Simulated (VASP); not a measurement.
# Al (Im-3m) in VASP: a series of runs

Al is run at these levels: r2SCAN; tasks: electric field gradients.

Everything below comes from runs of VASP 6.6.1. Logs are shortened: lines on timing, memory, paths and dates and some standing lists are left out, and cuts for length are marked.

## 1. The cell of the first run

Symmetry: Im-3m, No. 229, cubic system. Conventional cell: a = 3.118 Å, b = 3.118 Å, c = 3.118 Å, α = 90.00°, β = 90.00°, γ = 90.00°. Within 3.6 Å of Al (site symmetry m-3m) lie 14 Al at 2.70 to 3.12 Å.

## 2. Electric field gradients, r2SCAN (volume scaled by 0.9405)

Contents of POSCAR:

```
Al
1.0
   -1.5590120472      1.5590120472      1.5590120472
    1.5590120472     -1.5590120472      1.5590120472
    1.5590120472      1.5590120472     -1.5590120472
Al
1
Direct
    0.0000000000      0.0000000000      0.0000000000
```

Contents of INCAR.step1:

```
SYSTEM = Al
PREC = Accurate
ENCUT = 520
ISMEAR = -1
SIGMA = 0.08
LREAL = .False.
LASPH = .True.
NELM = 60
NBANDS = 8
GGA = PE
ALGO = Normal
EDIFF = 1E-4
LWAVE = .True.
LCHARG = .False.
```

Contents of INCAR.step2:

```
SYSTEM = Al
PREC = Accurate
ENCUT = 520
EDIFF = 1E-8
ISMEAR = -1
SIGMA = 0.08
LREAL = .False.
LASPH = .True.
NELM = 60
ALGO = Normal
ISIF = 2
LWAVE = .False.
LCHARG = .False.
METAGGA = R2SCAN
LMIXTAU = .True.
LEFG = .True.
NBANDS = 8
ISTART = 1
```

Contents of KPOINTS:

```
regular mesh
0
Gamma
  18 18 18
  0 0 0
```

Potentials or basis: VASP PAW PBE potentials, release 64 (Al).

On the command line:

```bash
cat potpaw_PBE.64/Al/POTCAR > POTCAR
cp INCAR.step1 INCAR
mpirun -np 1 vasp_std > vasp.out
cp INCAR.step2 INCAR
mpirun -np 1 vasp_std > vasp.out
```

OUTCAR:

```text
SYSTEM = Al
   PREC = Accurate
   ENCUT = 520
   EDIFF = 1E-8
   ISMEAR = -1
   LREAL = .False.
   LASPH = .True.
   NELM = 60
   ISIF = 2
   METAGGA = R2SCAN
   ISTART = 1

 ion  position               nearest neighbor table
   1  0.000  0.000  0.000-

  LATTYP: Found a body centered cubic cell.
 ALAT       =     3.1180240944

  Lattice vectors:

 A1 = (  -1.5590120472,   1.5590120472,   1.5590120472)
 A2 = (   1.5590120472,  -1.5590120472,   1.5590120472)
 A3 = (   1.5590120472,   1.5590120472,  -1.5590120472)

Analysis of symmetry for initial positions (statically):
=====================================================================
 Subroutine PRICEL returns:
 Original cell was already a primitive cell.

 Routine SETGRP: Setting up the symmetry group for a
 body centered cubic supercell.

 Subroutine GETGRP returns: Found 48 space group operations
 (whereof 48 operations were pure point group operations)
 out of a pool of 48 trial point group operations.

The static configuration has the point symmetry O_h .

Analysis of symmetry for dynamics (positions and initial velocities):
=====================================================================
 Subroutine PRICEL returns:
 Original cell was already a primitive cell.

 Routine SETGRP: Setting up the symmetry group for a
 body centered cubic supercell.

 Subroutine GETGRP returns: Found 48 space group operations
 (whereof 48 operations were pure point group operations)
 out of a pool of 48 trial point group operations.

The dynamic configuration has the point symmetry O_h .

 Subroutine INISYM returns: Found 48 space group operations
 (whereof 48 operations are pure point group operations),
 and found     1 'primitive' translations

----------------------------------------------------------------------------------------

                                     Primitive cell

  volume of cell :      15.1568

  direct lattice vectors                    reciprocal lattice vectors
    -1.559012047  1.559012047  1.559012047     0.000000000  0.320715931  0.320715931
     1.559012047 -1.559012047  1.559012047     0.320715931  0.000000000  0.320715931
     1.559012047  1.559012047 -1.559012047     0.320715931  0.320715931  0.000000000

  length of vectors
     2.700288075  2.700288075  2.700288075     0.453560819  0.453560819  0.453560819

  position of ions in fractional coordinates (direct lattice)
     0.000000000  0.000000000  0.000000000

  ion indices of the primitive-cell ions
   primitive index   ion index
                 1           1

----------------------------------------------------------------------------------------

 KPOINTS: regular mesh

Automatic generation of k-mesh.
 Grid dimensions read from file:
 generate k-points for:   18   18   18

 Generating k-lattice:

  Cartesian coordinates                     Fractional coordinates (reciprocal lattice)
     0.000000000  0.017817552  0.017817552     0.055555556  0.000000000  0.000000000
     0.017817552  0.000000000  0.017817552     0.000000000  0.055555556  0.000000000
     0.017817552  0.017817552  0.000000000     0.000000000  0.000000000  0.055555556

  Length of vectors
     0.025197823  0.025197823  0.025197823

  Shift w.r.t. Gamma in fractional coordinates (k-lattice)
     0.000000000  0.000000000  0.000000000

 Subroutine IBZKPT returns following result:
 ===========================================

 Found    195 irreducible k-points:

 Following reciprocal coordinates:
            Coordinates               Weight
  0.000000  0.000000  0.000000      1.000000
  0.055556  0.000000  0.000000     12.000000
  0.111111  0.000000  0.000000     12.000000
  0.166667  0.000000  0.000000     12.000000
  0.222222  0.000000  0.000000     12.000000
  0.277778  0.000000  0.000000     12.000000
[... 16 lines left out ...]
  0.333333  0.111111  0.000000     48.000000
  0.388889  0.111111 -0.000000     48.000000
 [... further k-points ...]
   k-points           NKPTS =    195   k-points in BZ     NKDIM =    195   number of bands    NBANDS=      8
   number of dos      NEDOS =    301   number of ions     NIONS =      1
   total plane-waves  NPLWV =   8000
   dimension x,y,z NGX =    20 NGY =   20 NGZ =   20
   dimension x,y,z NGXF=    40 NGYF=   40 NGZF=   40
   ions per type =               1
   NGX,Y,Z   is equivalent  to a cutoff of  12.31, 12.31, 12.31 a.u.
   NGXF,Y,Z  is equivalent  to a cutoff of  24.63, 24.63, 24.63 a.u.
 SYSTEM =  Al
   PREC   = accura    normal or accurate (medium, high low for compatibility)
   ISTART =      1    job   : 0-new  1-cont  2-samecut
   ICHARG =      0    charge: 1-file 2-atom 10-const
   ISPIN  =      1    spin polarized calculation?
   LNONCOLLINEAR =      F non collinear calculations
   LSORBIT =      F    spin-orbit coupling
   LASPH  =      T    aspherical Exc in radial PAW
   ENCUT  =  520.0 eV  38.22 Ry    6.18 a.u.   5.02  5.02  5.02*2*pi/ulx,y,z
   NELM   =     60;   NELMIN=  2; NELMDL=  0     # of ELM steps
   EDIFF  = 0.1E-07   stopping-criterion for ELM
   LREAL  =      F    real-space projection
   EDIFFG = 0.1E-06   stopping-criterion for IOM
   NSW    =      0    number of steps for IOM
   IBRION =     -1    ionic relax: 0-MD 1-quasi-New 2-CG
   NFREE  =      0    steps in history (QN), initial steepest desc. (CG)
   ISIF   =      2    stress and relaxation
   ISYM   =      2    0-nonsym 1-usesym 2-fastsym
   POTIM  = 0.5000    time-step for ionic-motion
   TEBEG  =    0.0;   TEEND  =   0.0 temperature during run
   PSTRESS=    0.0 pullay stress
   NELECT =       3.0000    total number of electrons
   NUPDOWN=      -1.0000    fix difference up-down
   EMIN   =  10.00;   EMAX   =-10.00  energy-range for DOS
   EFERMI =   0.00;   METHOD = LEGACY
   ISMEAR =    -1;   SIGMA  =   0.08  broadening in eV -4-tet -1-fermi 0-gaus
   EFERMI_NEDOS =   21; number of points for ismear=-14 and -15
   IALGO  =     38    algorithm
   IMIX   =      4    mixing-type and parameters
     AMIX     =   0.40;   BMIX     =  1.00
     AMIX_MAG =   1.60;   BMIX_MAG =  1.00
  volume/ion in A,a.u.               =      15.16       102.28
  Fermi-wavevector in a.u.,A,eV,Ry     =   0.954068  1.802926 12.384633  0.910245
  Thomas-Fermi vector in A             =   2.082780
   LORBIT       =      0    0 simple, 1 ext, 2 COOP (PROOUT), +10 PAW based schemes
   METAGGA = R2SCAN    functional components
   LHFCALC =     F    Hartree Fock is set to
   AEXX    =    0.0000 exact exchange contribution
   IVDW    =     0    specifies the selected vdW correction
   LEPSILON=     F    determine dielectric tensor
   LRPA    =     F    only Hartree local field effects (RPA)
 non-spin polarized calculation
  energy-cutoff  :      520.00
  volume of cell :       15.16
 maximum number of plane-waves:       420
   NGX =  9   NGY =  9   NGZ =  9

 number of electron       3.0000000 magnetization

 Free energy of the ion-electron system (eV)
  ---------------------------------------------------
  ext. energy  EPLUGINS =         0.00000000
  ---------------------------------------------------
  free energy    TOTEN  =        -6.61206128 eV

  energy without entropy =       -6.60414552  energy(sigma->0) =       -6.60810340

 E-fermi :   8.9812     XC(G=0): -11.2369

 val. band max:        8.9696816276   @ k =  -0.3889   0.3889   0.1667
 cond. band min:       9.0182173917   @ k =  -0.3889   0.4444   0.2222
 fundamental gap:      0.0485357641
 Fermi energy:         8.9811552260

 k-point     1 :       0.0000    0.0000    0.0000
  band No.  band energies     occupation
      1      -3.5263      2.00000
      2      23.5216      0.00000
      3      23.5216      0.00000
      4      23.5216      0.00000
      5      26.2398      0.00000
      6      26.2398      0.00000
      7      26.2398      0.00000
      8      26.8976      0.00000

 k-point     2 :       0.0556    0.0000    0.0000
  band No.  band energies     occupation
      1      -3.4266      2.00000
      2      22.4165      0.00000
      3      22.9956      0.00000
      4      23.0897      0.00000
      5      25.4712      0.00000
      6      25.9765      0.00000
      7      26.5644      0.00000
      8      26.9286      0.00000

 k-point     3 :       0.1111    0.0000    0.0000
  band No.  band energies     occupation
      1      -3.1278      2.00000
      2      20.0808      0.00000
      3      22.0557      0.00000
      4      22.1472      0.00000
      5      24.3422      0.00000
      6      25.2040      0.00000
      7      26.9948      0.00000
      8      27.5490      0.00000
[... 210 lines left out ...]
 k-point    23 :       0.3333    0.1111    0.0000
  band No.  band energies     occupation
      1       1.5578      2.00000
      2       8.4284      1.99801
      3      14.9780      0.00000
      4      18.3587      0.00000
      5      22.0761      0.00000
      6      25.1161      0.00000
      7      28.7912      0.00000
      8      32.9487      0.00000

 k-point    24 :       0.3889    0.1111   -0.0000
  band No.  band energies     occupation
      1       2.9682      2.00000
      2       6.5046      2.00000
      3      14.7054      0.00000
      4      18.1111      0.00000
      5      21.8217      0.00000
      6      24.9620      0.00000
      7      29.7922      0.00000
      8      32.6662      0.00000

 [... further k-points ...]
[... 5 lines left out ...]
  --------------------------------------------------------------------------------------
  -------------------------------------------------------------------------------------
  Total        0.5682559      0.5682559      0.5682559      0.0000000      0.0000000     -0.0000000
  in kB       60.0684105     60.0684105     60.0684105      0.0000000      0.0000000     -0.0000000
  external PRESSURE =      60.0684105 kB  Pullay stress =       0.0000000 kB

 VOLUME and BASIS-vectors are now :
 -----------------------------------------------------------------------------
  energy-cutoff  :      520.00
  volume of cell :       15.16
      direct lattice vectors                 reciprocal lattice vectors
    -1.559012047  1.559012047  1.559012047     0.000000000  0.320715931  0.320715931
     1.559012047 -1.559012047  1.559012047     0.320715931  0.000000000  0.320715931
     1.559012047  1.559012047 -1.559012047     0.320715931  0.320715931  0.000000000

 POSITION                                       TOTAL-FORCE (eV/Angst)
 -----------------------------------------------------------------------------------
      0.00000      0.00000      0.00000        -0.000000      0.000000      0.000000
 -----------------------------------------------------------------------------------
    total drift:                                0.000000      0.000000     -0.000000

  FREE ENERGIE OF THE ION-ELECTRON SYSTEM (eV)
  ---------------------------------------------------
  free  energy   TOTEN  =        -6.6120612836 eV

  energy  without entropy=       -6.6041455157  energy(sigma->0) =       -6.60810340

 Electric field gradients (V/A^2)
---------------------------------------------------------------------
 ion       V_xx      V_yy      V_zz      V_xy      V_xz      V_yz
---------------------------------------------------------------------
   1       0.000    -0.000    -0.000    -0.000    -0.000    -0.000
---------------------------------------------------------------------

 Electric field gradients after diagonalization (V/A^2)
 (convention: |V_zz| > |V_xx| > |V_yy|)
----------------------------------------------------------------------
 ion       V_xx      V_yy      V_zz     asymmetry (V_yy - V_xx)/ V_zz
----------------------------------------------------------------------
   1       0.000     0.000    -0.000       0.000
----------------------------------------------------------------------

           NMR quadrupolar parameters

 Cq : quadrupolar parameter    Cq=e*Q*V_zz/h
 eta: asymmetry parameters     (V_yy - V_xx)/ V_zz
 Q  : nuclear electric quadrupole moment in mb (millibarn)
----------------------------------------------------------------------
 ion       Cq(MHz)       eta       Q (mb)
----------------------------------------------------------------------
   1      -0.000       0.000       1.000
----------------------------------------------------------------------
```

It took 43 s on 1 thread of Intel Xeon 6975P-C, shared host; peak memory 0.14 GiB.

Results:

| Item | Value |
| --- | --- |
| Free energy | -6.6121 eV |
| Pressure | 6.0 GPa |

Levels at points of the mesh, in eV from the Fermi level:
```csv
k point,band 1,band 2,band 3,band 4
"(0.00, 0.00, 0.00)",-12.51,14.54,14.54,14.54
"(0.50, 0.00, 0.00)",-5.08,-4.14,8.85,9.50
"(0.50, 0.50, 0.50)",2.14,2.14,2.14,2.79
```

Caveat: without QUAD_EFG the Cq values of the log hold for a quadrupole moment of 1 mb, not for the nuclei; the PAW data sets were made with another functional, which shifts forces and pressure a little.

(Part 1 of 3 ends here.)
